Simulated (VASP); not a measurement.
Set up this calculation in VASP 6.6.1, as the native input.

```
Task                   : single point
Functional             : r2SCAN
Potentials or basis    : VASP PAW PBE potentials, release 64 (W_sv, Se)
Cutoff                 : 520 eV
k mesh                 : 12 × 12 × 12
Occupations            : gaussian, width 0.1 eV
Spin                   : collinear spin, ferromagnetic start
Starting moments       : [1.0, 0.0] μB
Hubbard terms          : W d U = 6.2 eV
Dipole correction      : no
Further INCAR settings : ALGO = Normal; EDIFF = 1e-06; NBANDS = 21
```

The system is WSe.

```
W Se
1.0
     0.00000    2.64850    2.64850
     2.64850    0.00000    2.64850
     2.64850    2.64850    0.00000
W Se
1 1
Direct
  0.00000 0.00000 0.00000
  0.50000 0.50000 0.50000
```

These files were run (other wordings do the same):

POSCAR

```
WSe
1.0
    0.0000000000      2.6484959801      2.6484959801
    2.6484959801      0.0000000000      2.6484959801
    2.6484959801      2.6484959801      0.0000000000
W Se
1 1
Direct
    0.0000000000      0.0000000000      0.0000000000
    0.5000000000      0.5000000000      0.5000000000
```

INCAR.step1

```
  PREC = Accurate
  ENCUT = 520
  ISMEAR = 0
  SIGMA = 0.1
  LREAL = F
  LASPH = T
  NELM = 150
  ISPIN = 2
  MAGMOM = 1 0
  LMAXMIX = 4
  LDAU = T
  LDAUTYPE = 2
  LDAUL = 2 -1
  LDAUU = 6.2 0
  LDAUJ = 0 0
  NBANDS = 21
  GGA = PE
  ALGO = Normal
  EDIFF = 1E-4
  LWAVE = T
  LCHARG = F
```

INCAR.step2

```
  PREC = Accurate
  ENCUT = 520
  EDIFF = 1E-6
  ISMEAR = 0
  SIGMA = 0.1
  LREAL = F
  LASPH = T
  NELM = 150
  ALGO = Normal
  ISIF = 2
  LWAVE = F
  LCHARG = T
  ISPIN = 2
  MAGMOM = 1 0
  LORBIT = 11
  LMAXMIX = 4
  LDAU = T
  LDAUTYPE = 2
  LDAUL = 2 -1
  LDAUU = 6.2 0
  LDAUJ = 0 0
  LDAUPRINT = 1
  METAGGA = R2SCAN
  LMIXTAU = T
  LELF = T
  LVHAR = T
  NBANDS = 21
  ISTART = 1
```

KPOINTS

```
Automatic mesh
0
Gamma
  12 12 12
```

Potentials or basis: VASP PAW PBE potentials, release 64 (W_sv, Se).

Command:

```console
$ cat potpaw_PBE.64/W_sv/POTCAR potpaw_PBE.64/Se/POTCAR > POTCAR
$ cp INCAR.step1 INCAR
$ mpirun -np 1 vasp_std > vasp.out
$ cp INCAR.step2 INCAR
$ mpirun -np 1 vasp_std > vasp.out
```

Results of the run:

- Pressure: 20.2 GPa
- Net moment: 3.47 μB per cell
- Site moments: W +2.98; Se -0.02 μB
- Valence electrons inside the program's atomic spheres: W 11.95; Se 4.07

Caveat: the PAW data sets were made with another functional, which shifts forces and pressure a little.

Run time: 3.4 min on 1 thread of Intel(R) Xeon(R) 6975P-C (Granite Rapids), on a shared host, peak memory 0.24 GiB.
